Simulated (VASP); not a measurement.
Wanted: the native input for a VASP 6.6.1 run.

```
Task                   : relaxation of cell and atoms
Functional             : PBE
Dispersion             : D3(BJ)
Potentials or basis    : VASP PAW PBE potentials, release 64 (Be, Te)
Cutoff                 : 600 eV
k mesh                 : 8 × 8 × 8
Occupations            : gaussian, width 0.02 eV
Spin                   : no spin polarisation
Dipole correction      : no
Further INCAR settings : ALGO = Normal; EDIFF = 1e-07; IBRION = 2; EDIFFG = -0.005; NSW = 70; ISIF = 3
```

The structure of BeTe lies in POSCAR:

```
BeTe
1.0
    0.0000000000      2.8318743745      2.8318743745
    2.8318743745      0.0000000000      2.8318743745
    2.8318743745      2.8318743745      0.0000000000
Be Te
1 1
Direct
    0.0000000000      0.0000000000      0.0000000000
    0.2500000000      0.2500000000      0.2500000000
```

These files were run (other wordings do the same):

INCAR

```
SYSTEM = BeTe
PREC = Accurate
ENCUT = 600
EDIFF = 1E-7
ISMEAR = 0
SIGMA = 0.02
LREAL = .False.
LASPH = .True.
NELM = 100
ALGO = Normal
ISIF = 3
LWAVE = .False.
LCHARG = .False.
GGA = PE
IVDW = 12
IBRION = 2
NSW = 70
EDIFFG = -0.005
```

KPOINTS

```
regular mesh
0
Gamma
  8 8 8
  0 0 0
```

Potentials or basis: VASP PAW PBE potentials, release 64 (Be, Te).

The run is started by

```console
$ cat potpaw_PBE.64/Be/POTCAR potpaw_PBE.64/Te/POTCAR > POTCAR
$ mpirun -np 1 vasp_std > vasp.out
```

Results of the run:

| Property | Result |
| --- | --- |
| Relaxed volume | 21.79 Å³/atom |
| Relaxed cell | a = 3.950 Å, b = 3.950 Å, c = 3.950 Å, α = 60.00°, β = 60.00°, γ = 60.00° |
| Space group after relaxing (to 0.05 Å) | F-43m (No. 216) |
| Energy gained by relaxing | 7.1 meV/atom |
| Ionic steps | 3 |
| Pressure after relaxing | 0.0 GPa |
| Band gap on the k mesh | 1.91 eV, indirect (least direct gap 3.59 eV) |
| Dispersion energy per atom | -0.347 eV |

Caveat: spin-orbit coupling is left out, which moves the levels of the heavy elements.

It took 18 s on 1 thread of Intel(R) Xeon(R) Platinum 8488C (Sapphire Rapids), with other jobs on the host, peak memory 0.19 GiB.
